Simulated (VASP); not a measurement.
# Si (Ibca) in VASP: further runs

Runs on Si. Level: PBEsol. Tasks: single point.

Program: VASP 6.6.1. These are calculated values, not measurements. Logs are shortened: lines on timing, memory, paths and dates and some standing lists are left out, and cuts for length are marked.

### Step 1. The cell of the first run

The structure is orthorhombic, space group Ibca (No. 73). Conventional cell: a = 6.420 Å, b = 6.902 Å, c = 6.902 Å, α = 90.00°, β = 90.00°, γ = 90.00°. Si (site symmetry 1) has 4 Si at 2.36 to 2.48 Å within 3.1 Å.

### Step 2. Single point, PBEsol (19.11 Å³/atom)

INCAR

```
SYSTEM = Si
ALGO = Normal ; EDIFF = 1E-6
ENCUT = 520 ; GGA = PS
ISIF = 2 ; ISMEAR = 0
LASPH = .TRUE. ; LCHARG = .FALSE.
LREAL = .FALSE. ; LWAVE = .FALSE.
NBANDS = 26 ; NELM = 60
PREC = Accurate ; SIGMA = 0.15
```

KPOINTS

```
k-points
0
G
  10 10 10
  0 0 0
```

POSCAR

```
Si
1.0
   -3.4509816839      3.4509816839      3.2101031624
    3.4509816839     -3.4509816839      3.2101031624
    3.4509816839      3.4509816839     -3.2101031624
Si
8
Direct
    0.2047947401      0.2047947401      0.2047947401
    0.5000000000      0.0000000000      0.2952052599
    0.2952052599      0.5000000000      0.0000000000
    0.0000000000      0.2952052599      0.5000000000
    0.7952052599      0.7952052599      0.7952052599
    0.5000000000      0.0000000000      0.7047947401
    0.7047947401      0.5000000000      0.0000000000
    0.0000000000      0.7047947401      0.5000000000
```

Potentials or basis: VASP PAW PBE potentials, release 64 (Si).

Command:

```sh
cat potpaw_PBE.64/Si/POTCAR > POTCAR
mpirun -np 1 vasp_std > vasp.out
```

OUTCAR:

```text
SYSTEM = Si
   EDIFF = 1E-6
   ENCUT = 520
   GGA = PS
   ISIF = 2
   ISMEAR = 0
   LASPH = .TRUE.
   LREAL = .FALSE.
   NELM = 60
   PREC = Accurate

 ion  position               nearest neighbor table
   1  0.205  0.205  0.205-   3 2.36   5 2.39   4 2.42   2 2.48
   2  0.500  0.000  0.295-   4 2.36   6 2.39   3 2.42   1 2.48
   3  0.295  0.500  0.000-   1 2.36   7 2.39   2 2.42   4 2.48
   4  0.000  0.295  0.500-   2 2.36   8 2.39   1 2.42   3 2.48
   5  0.795  0.795  0.795-   7 2.36   1 2.39   8 2.42   6 2.48
   6  0.500  0.000  0.705-   8 2.36   2 2.39   7 2.42   5 2.48
   7  0.705  0.500  0.000-   5 2.36   3 2.39   6 2.42   8 2.48
   8  0.000  0.705  0.500-   6 2.36   4 2.39   5 2.42   7 2.48

  LATTYP: Found a body centered tetragonal cell.
 ALAT       =     6.9019633678
 C/A-ratio  =     0.9302000000

  Lattice vectors:

 A1 = (  -3.4509816839,   3.4509816839,   3.2101031624)
 A2 = (   3.4509816839,  -3.4509816839,   3.2101031624)
 A3 = (   3.4509816839,   3.4509816839,  -3.2101031624)

Analysis of symmetry for initial positions (statically):
=====================================================================
 Subroutine PRICEL returns:
 Original cell was already a primitive cell.

 Routine SETGRP: Setting up the symmetry group for a
 body centered tetragonal supercell.

 Subroutine GETGRP returns: Found  8 space group operations
 (whereof  2 operations were pure point group operations)
 out of a pool of 16 trial point group operations.

The static configuration has the point symmetry S_2 .
 The point group associated with its full space group is D_2h.

Analysis of symmetry for dynamics (positions and initial velocities):
=====================================================================
 Subroutine PRICEL returns:
 Original cell was already a primitive cell.

 Routine SETGRP: Setting up the symmetry group for a
 body centered tetragonal supercell.

 Subroutine GETGRP returns: Found  8 space group operations
 (whereof  2 operations were pure point group operations)
 out of a pool of 16 trial point group operations.

The dynamic configuration has the point symmetry S_2 .
 The point group associated with its full space group is D_2h.

 Subroutine INISYM returns: Found  8 space group operations
 (whereof  2 operations are pure point group operations),
 and found     1 'primitive' translations

----------------------------------------------------------------------------------------

                                     Primitive cell

  volume of cell :     152.9200

  direct lattice vectors                    reciprocal lattice vectors
    -3.450981684  3.450981684  3.210103162     0.000000000  0.144886309  0.155758234
     3.450981684 -3.450981684  3.210103162     0.144886309  0.000000000  0.155758234
     3.450981684  3.450981684 -3.210103162     0.144886309  0.144886309  0.000000000

  length of vectors
     5.841516197  5.841516197  5.841516197     0.212726750  0.212726750  0.204900184

  position of ions in fractional coordinates (direct lattice)
     0.204794740  0.204794740  0.204794740
     0.500000000  0.000000000  0.295205260
     0.295205260  0.500000000  0.000000000
     1.000000000  0.295205260  0.500000000
     0.795205260  0.795205260  0.795205260
     0.500000000  1.000000000  0.704794740
     0.704794740  0.500000000  0.000000000
     0.000000000  0.704794740  0.500000000

  ion indices of the primitive-cell ions
   primitive index   ion index
                 1           1
                 2           2
                 3           3
                 4           4
                 5           5
                 6           6
                 7           7
                 8           8

----------------------------------------------------------------------------------------

 KPOINTS: k-points

Automatic generation of k-mesh.
 Grid dimensions read from file:
 generate k-points for:   10   10   10

 Generating k-lattice:

  Cartesian coordinates                     Fractional coordinates (reciprocal lattice)
     0.000000000  0.014488631  0.015575823     0.100000000  0.000000000 -0.000000000
     0.014488631  0.000000000  0.015575823     0.000000000  0.100000000 -0.000000000
     0.014488631  0.014488631  0.000000000     0.000000000  0.000000000  0.100000000

  Length of vectors
     0.021272675  0.021272675  0.020490018

  Shift w.r.t. Gamma in fractional coordinates (k-lattice)
     0.000000000  0.000000000  0.000000000

 Subroutine IBZKPT returns following result:
 ===========================================

 Found    171 irreducible k-points:

 Following reciprocal coordinates:
            Coordinates               Weight
  0.000000  0.000000  0.000000      1.000000
  0.100000 -0.000000  0.000000      4.000000
  0.100000 -0.000000 -0.100000      4.000000
  0.200000 -0.000000  0.000000      4.000000
  0.200000 -0.000000 -0.200000      4.000000
  0.300000 -0.000000  0.000000      4.000000
[... 16 lines left out ...]
 -0.300000  0.100000 -0.000000      8.000000
 -0.200000  0.000000  0.300000      8.000000
 [... further k-points ...]
   k-points           NKPTS =    171   k-points in BZ     NKDIM =    171   number of bands    NBANDS=     26
   number of dos      NEDOS =    301   number of ions     NIONS =      8
   total plane-waves  NPLWV = 110592
   dimension x,y,z NGX =    48 NGY =   48 NGZ =   48
   dimension x,y,z NGXF=    96 NGYF=   96 NGZF=   96
   ions per type =               8
   NGX,Y,Z   is equivalent  to a cutoff of  13.66, 13.66, 13.66 a.u.
   NGXF,Y,Z  is equivalent  to a cutoff of  27.32, 27.32, 27.32 a.u.
 SYSTEM =  Si
   PREC   = accura    normal or accurate (medium, high low for compatibility)
   ISTART =      0    job   : 0-new  1-cont  2-samecut
   ICHARG =      2    charge: 1-file 2-atom 10-const
   ISPIN  =      1    spin polarized calculation?
   LNONCOLLINEAR =      F non collinear calculations
   LSORBIT =      F    spin-orbit coupling
   LASPH  =      T    aspherical Exc in radial PAW
   ENCUT  =  520.0 eV  38.22 Ry    6.18 a.u.  10.86 10.86 10.86*2*pi/ulx,y,z
   NELM   =     60;   NELMIN=  2; NELMDL= -5     # of ELM steps
   EDIFF  = 0.1E-05   stopping-criterion for ELM
   LREAL  =      F    real-space projection
[... 7 lines left out ...]
   TEBEG  =    0.0;   TEEND  =   0.0 temperature during run
   PSTRESS=    0.0 pullay stress
   NELECT =      32.0000    total number of electrons
   NUPDOWN=      -1.0000    fix difference up-down
   EMIN   =  10.00;   EMAX   =-10.00  energy-range for DOS
   EFERMI =   0.00;   METHOD = LEGACY
   ISMEAR =     0;   SIGMA  =   0.15  broadening in eV -4-tet -1-fermi 0-gaus
   EFERMI_NEDOS =   21; number of points for ismear=-14 and -15
   IALGO  =     38    algorithm
   IMIX   =      4    mixing-type and parameters
     AMIX     =   0.40;   BMIX     =  1.00
     AMIX_MAG =   1.60;   BMIX_MAG =  1.00
  volume/ion in A,a.u.               =      19.11       128.99
  Fermi-wavevector in a.u.,A,eV,Ry     =   0.971934  1.836689 12.852818  0.944655
  Thomas-Fermi vector in A             =   2.102191
   LORBIT       =      0    0 simple, 1 ext, 2 COOP (PROOUT), +10 PAW based schemes
   GGA     = PS    functional components
   LHFCALC =     F    Hartree Fock is set to
   AEXX    =    0.0000 exact exchange contribution
   IVDW    =     0    specifies the selected vdW correction
   LEPSILON=     F    determine dielectric tensor
   LRPA    =     F    only Hartree local field effects (RPA)
 non-spin polarized calculation
 Gauss-broadening in eV      SIGMA  =   0.15
  energy-cutoff  :      520.00
  volume of cell :      152.92
 maximum number of plane-waves:      4144
 NGX is ok and might be reduce to    48
   NGX = 21   NGY = 21   NGZ = 21

 number of electron      31.9999999 magnetization

 Free energy of the ion-electron system (eV)
  ---------------------------------------------------
  ext. energy  EPLUGINS =         0.00000000
  ---------------------------------------------------
  free energy    TOTEN  =       -44.64920520 eV

  energy without entropy =      -44.63720098  energy(sigma->0) =      -44.64320309

 E-fermi :   6.5315     XC(G=0):  -9.9059

 val. band max:        6.5287317421   @ k =   0.5000   0.0000  -0.4000
 cond. band min:       6.5480822107   @ k =  -0.4000  -0.4000   0.4000
 fundamental gap:      0.0193504686
 Fermi energy:         6.5315432341

 k-point     1 :       0.0000    0.0000    0.0000
  band No.  band energies     occupation
      1      -5.7968      2.00000
      2      -1.6780      2.00000
      3      -1.5981      2.00000
      4      -1.1200      2.00000
      5      -0.9517      2.00000
      6       0.1544      2.00000
[... 18 lines left out ...]
     25      11.7972      0.00000
     26      12.1243      0.00000

 k-point     2 :       0.1000   -0.0000    0.0000
  band No.  band energies     occupation
      1      -5.7358      2.00000
      2      -1.8131      2.00000
      3      -1.7131      2.00000
      4      -1.4148      2.00000
      5      -0.9288      2.00000
      6       0.2431      2.00000
[... 18 lines left out ...]
     25      11.7642      0.00000
     26      11.8083      0.00000

 k-point     3 :       0.1000   -0.0000   -0.1000
  band No.  band energies     occupation
      1      -5.7357      2.00000
      2      -1.9252      2.00000
      3      -1.5892      2.00000
      4      -1.3276      2.00000
      5      -1.0283      2.00000
      6       0.0860      2.00000
[... 18 lines left out ...]
     25      11.7567      0.00000
     26      12.1333      0.00000

 k-point     4 :       0.2000   -0.0000    0.0000
  band No.  band energies     occupation
      1      -5.5531      2.00000
      2      -2.2616      2.00000
      3      -1.9426      2.00000
      4      -1.8744      2.00000
      5      -0.8639      2.00000
      6       0.0090      2.00000
[... 18 lines left out ...]
     25      11.2362      0.00000
     26      11.4880      0.00000
[... 496 lines left out ...]
      1      -5.0300      2.00000
      2      -3.2547      2.00000
      3      -2.6634      2.00000
      4      -2.0303      2.00000
      5      -0.4773      2.00000
      6      -0.3868      2.00000
[... 18 lines left out ...]
     25      11.1867      0.00000
     26      11.5731      0.00000

 k-point    23 :      -0.3000    0.1000   -0.0000
  band No.  band energies     occupation
      1      -5.3866      2.00000
      2      -2.5535      2.00000
      3      -2.4173      2.00000
      4      -1.8810      2.00000
      5      -0.7671      2.00000
      6       0.1131      2.00000
[... 18 lines left out ...]
     25      10.9499      0.00000
     26      11.2750      0.00000

 k-point    24 :      -0.2000    0.0000    0.3000
  band No.  band energies     occupation
      1      -5.3859      2.00000
      2      -2.5827      2.00000
      3      -2.4481      2.00000
      4      -1.7795      2.00000
      5      -0.6827      2.00000
      6      -0.2176      2.00000
[... 18 lines left out ...]
     25      11.3296      0.00000
     26      11.4530      0.00000

 [... further k-points ...]
[... 5 lines left out ...]
  --------------------------------------------------------------------------------------
  -------------------------------------------------------------------------------------
  Total       -8.0055500     -7.7478399      0.7865205     -0.0000000      0.0000000      0.0000000
  in kB      -83.8759531    -81.1758657      8.2405527     -0.0000000      0.0000000      0.0000000
  external PRESSURE =     -52.2704220 kB  Pullay stress =       0.0000000 kB

 VOLUME and BASIS-vectors are now :
 -----------------------------------------------------------------------------
  energy-cutoff  :      520.00
  volume of cell :      152.92
      direct lattice vectors                 reciprocal lattice vectors
    -3.450981684  3.450981684  3.210103162     0.000000000  0.144886309  0.155758234
     3.450981684 -3.450981684  3.210103162     0.144886309  0.000000000  0.155758234
     3.450981684  3.450981684 -3.210103162     0.144886309  0.144886309  0.000000000

 POSITION                                       TOTAL-FORCE (eV/Angst)
 -----------------------------------------------------------------------------------
      0.70674      0.70674      0.65741        -0.215354      0.149822     -0.328894
     -0.70674      2.74424      0.65741         0.215354     -0.149822     -0.328894
      0.70674     -0.70674      2.55269        -0.215354     -0.149822      0.328894
      2.74424      0.70674     -0.65741         0.215354      0.149822      0.328894
      2.74424      2.74424      2.55269         0.215354     -0.149822      0.328894
      0.70674      4.15772     -0.65741        -0.215354      0.149822      0.328894
     -0.70674      0.70674      3.86752         0.215354      0.149822     -0.328894
      4.15772     -0.70674      0.65741        -0.215354     -0.149822     -0.328894
 -----------------------------------------------------------------------------------
    total drift:                               -0.000000     -0.000000      0.000000

  FREE ENERGIE OF THE ION-ELECTRON SYSTEM (eV)
  ---------------------------------------------------
  free  energy   TOTEN  =       -44.6492051953 eV

  energy  without entropy=      -44.6372009848  energy(sigma->0) =      -44.64320309
```

It took 8 min on 1 thread of Intel Xeon Platinum 8488C (Sapphire Rapids), shared host; peak memory 0.62 GiB.

What came out:

| Property | Result |
| --- | --- |
| Free energy | -44.6492 eV |
| Pressure | -5.2 GPa |
| Largest force | 0.421 eV/Å |
| Band gap on the k mesh | zero (bands 16 and 17 overlap by 0.23 eV) |

Forces in eV/Å, atoms in the order of the input:
```
Si  -0.215  0.150 -0.329
Si   0.215 -0.150 -0.329
Si  -0.215 -0.150  0.329
Si   0.215  0.150  0.329
Si   0.215 -0.150  0.329
Si  -0.215  0.150  0.329
Si   0.215  0.150 -0.329
Si  -0.215 -0.150 -0.329
```

Stress tensor (GPa, compression positive):
```
-8.39  0.00  0.00
 0.00 -8.12  0.00
 0.00  0.00  0.82
```

Levels at points of the mesh, in eV from the Fermi level:
```
           k point  band 12  band 13  band 14  band 15  band 16  band 17  band 18  band 19  band 20  band 21
(0.00, 0.00, 0.00)    -3.84    -3.77    -1.64    -1.58    -0.28     1.17     1.24     2.71     3.38     3.52
(0.50, 0.00, 0.00)    -2.52    -1.92    -1.92    -1.47    -1.47     0.70     0.70     1.83     1.83     1.95
(0.50, 0.00, 0.50)    -2.65    -1.81    -1.81    -1.13    -1.13     0.16     0.16     1.93     1.93     2.15
(0.50, 0.50, 0.00)    -2.48    -2.05    -2.05    -1.06    -1.06     0.35     0.35     1.79     1.79     2.50
(0.50, 0.50, 0.50)    -2.49    -2.43    -0.65    -0.05     0.19     0.53     2.20     2.41     2.60     2.72
```

Caveat: the stress differs along the axes, from -8 to 1 GPa; semilocal functionals underestimate gaps, and a narrow one can read as zero; the PAW data sets were made with another functional, which shifts forces and pressure a little.

### Step 3. Single point, PBEsol (19.12 Å³/atom)

INCAR

```
SYSTEM = Si
PREC = Accurate
ENCUT = 520
EDIFF = 1E-7
ISMEAR = 0
SIGMA = 0.15
LREAL = .False.
LASPH = .True.
NELM = 60
ALGO = Normal
ISIF = 2
LWAVE = .False.
LCHARG = .False.
GGA = PS
NBANDS = 26
```

KPOINTS

```
regular mesh
0
Gamma
  10 10 10
  0 0 0
```

POSCAR, as its differences from that of step 2:

```diff
@@ -2,5 +2,5 @@
 1.0
-   -3.4509816839      3.4509816839      3.2101031624
-    3.4509816839     -3.4509816839      3.2101031624
-    3.4509816839      3.4509816839     -3.2101031624
+   -3.2621171459      3.2621171459      3.5925696128
+    3.2621171459     -3.2621171459      3.5925696128
+    3.2621171459      3.2621171459     -3.5925696128
 Si
```

Potentials or basis: VASP PAW PBE potentials, release 64 (Si).

Command:

```sh
cat potpaw_PBE.64/Si/POTCAR > POTCAR
mpirun -np 1 vasp_std > vasp.out
```

Wall time 9.2 min (1 thread of Intel Xeon Platinum 8488C (Sapphire Rapids), shared host); peak memory 0.62 GiB.

It converged, with:

* Free energy: -44.4634 eV
* Pressure: -5.1 GPa
* Largest force: 0.506 eV/Å
* Band gap on the k mesh: zero (bands 16 and 17 overlap by 0.31 eV)

Forces on the atoms (eV/Å):
```
Si   0.067 -0.500  0.046
Si  -0.067  0.500  0.046
Si   0.067  0.500 -0.046
Si  -0.067 -0.500 -0.046
Si  -0.067  0.500 -0.046
Si   0.067 -0.500 -0.046
Si  -0.067 -0.500  0.046
Si   0.067  0.500  0.046
```

Stress tensor (GPa, compression positive):
```
 -0.97   0.00   0.00
  0.00  -0.51   0.00
  0.00   0.00 -13.69
```

Levels at points of the mesh, in eV from the Fermi level:
```tsv
k point	band 14	band 15	band 16	band 17	band 18	band 19
(0.00, 0.00, 0.00)	-2.12	-1.10	-0.21	0.49	2.26	2.44
(0.50, 0.00, 0.00)	-1.81	-0.80	-0.80	0.01	0.01	2.03
(0.00, 0.50, 0.00)	-1.90	-1.32	-1.32	0.78	0.78	1.84
(0.50, 0.50, 0.00)	-1.90	-1.50	-1.50	0.47	0.47	1.52
(0.50, 0.50, 0.50)	-0.63	-0.18	0.13	0.74	1.94	2.23
```

Caveat: the stress differs along the axes, from -14 to -1 GPa; semilocal functionals underestimate gaps, and a narrow one can read as zero; the PAW data sets were made with another functional, which shifts forces and pressure a little.

### Step 4. Single point, PBEsol (18.25 Å³/atom)

This run uses another cell than the first one, of 18.25 Å³/atom.

INCAR

```
PREC = Accurate
ENCUT = 520
EDIFF = 1E-6
ISMEAR = 0
SIGMA = 0.15
LREAL = F
LASPH = T
NELM = 60
ALGO = Normal
ISIF = 2
LWAVE = F
LCHARG = F
GGA = PS
NBANDS = 26
```

KPOINTS

```
Automatic mesh
0
Gamma
  10 10 10
```

POSCAR, as its differences from that of step 3:

```diff
@@ -2,5 +2,5 @@
 1.0
-   -3.2621171459      3.2621171459      3.5925696128
-    3.2621171459     -3.2621171459      3.5925696128
-    3.2621171459      3.2621171459     -3.5925696128
+   -3.2382521597      3.2382521597      3.4811210716
+    3.2382521597     -3.2382521597      3.4811210716
+    3.2382521597      3.2382521597     -3.4811210716
 Si
```

Command:

```sh
cat potpaw_PBE.64/Si/POTCAR > POTCAR
mpirun -np 1 vasp_std > vasp.out
```

Run time: 7 min. Hardware: 1 thread of Intel Xeon Platinum 8488C (Sapphire Rapids), shared host; peak memory 0.61 GiB.

The run converged. Its results:

```yaml
Free_energy: -44.7808 eV
Pressure: -1.2 GPa
Largest_force: 0.443 eV/Å
Band_gap_on_the_k_mesh: zero (bands 16 and 17 overlap by 0.31 eV)
```

Forces on the atoms (eV/Å):
```
Si   0.140 -0.389  0.160
Si  -0.140  0.389  0.160
Si   0.140  0.389 -0.160
Si  -0.140 -0.389 -0.160
Si  -0.140  0.389 -0.160
Si   0.140 -0.389 -0.160
Si  -0.140 -0.389  0.160
Si   0.140  0.389  0.160
```

Stress tensor (GPa, compression positive):
```
 2.19  0.00  0.00
 0.00  2.46  0.00
 0.00  0.00 -8.32
```

Levels at points of the mesh, in eV from the Fermi level:
| k point | band 13 | band 14 | band 15 | band 16 | band 17 | band 18 | band 19 | band 20 |
| --- | --- | --- | --- | --- | --- | --- | --- | --- |
| (0.00, 0.00, 0.00) | -3.92 | -1.97 | -1.18 | -0.39 | 0.77 | 2.17 | 2.31 | 3.36 |
| (0.50, 0.00, 0.00) | -1.93 | -1.93 | -0.94 | -0.94 | 0.07 | 0.07 | 2.09 | 2.09 |
| (0.00, 0.50, 0.00) | -2.03 | -2.03 | -1.36 | -1.36 | 0.68 | 0.68 | 1.94 | 1.94 |
| (0.50, 0.50, 0.00) | -2.00 | -2.00 | -1.47 | -1.47 | 0.44 | 0.44 | 1.74 | 1.74 |
| (0.50, 0.50, 0.50) | -2.54 | -0.61 | -0.07 | 0.21 | 0.65 | 2.25 | 2.39 | 2.61 |

Caveat: the stress differs along the axes, from -8 to 2 GPa; semilocal functionals underestimate gaps, and a narrow one can read as zero; the PAW data sets were made with another functional, which shifts forces and pressure a little.

### Step 5. The runs side by side

```tsv
cell	gap on the mesh (eV)	pressure (GPa)	largest force (eV/Å)
a = 5.842 Å, angles 107.6, 107.6, 113.3°, 8 atoms	none	-5.2	0.42
a = 5.847 Å, angles 112.2, 112.2, 104.2°, 8 atoms	none	-5.1	0.51
a = 5.752 Å, angles 111.5, 111.5, 105.5°, 8 atoms	none	-1.2	0.44
```

Alike in all rows: task single point; level PBEsol; potentials or basis VASP PAW PBE potentials, release 64 (Si); no spin polarisation; k mesh 10 × 10 × 10; cutoff (eV) 520; smearing gaussian 0.15 eV.

Caveats: semilocal functionals underestimate gaps, and a narrow one can read as zero; the PAW data sets were made with another functional, which shifts forces and pressure a little; the stress differs along the axes, from -8 to 1 GPa (at least some runs); the stress differs along the axes, from -14 to -1 GPa (at least some runs); the stress differs along the axes, from -8 to 2 GPa (at least some runs).

Absolute energies hang on the potentials; compare differences alone.
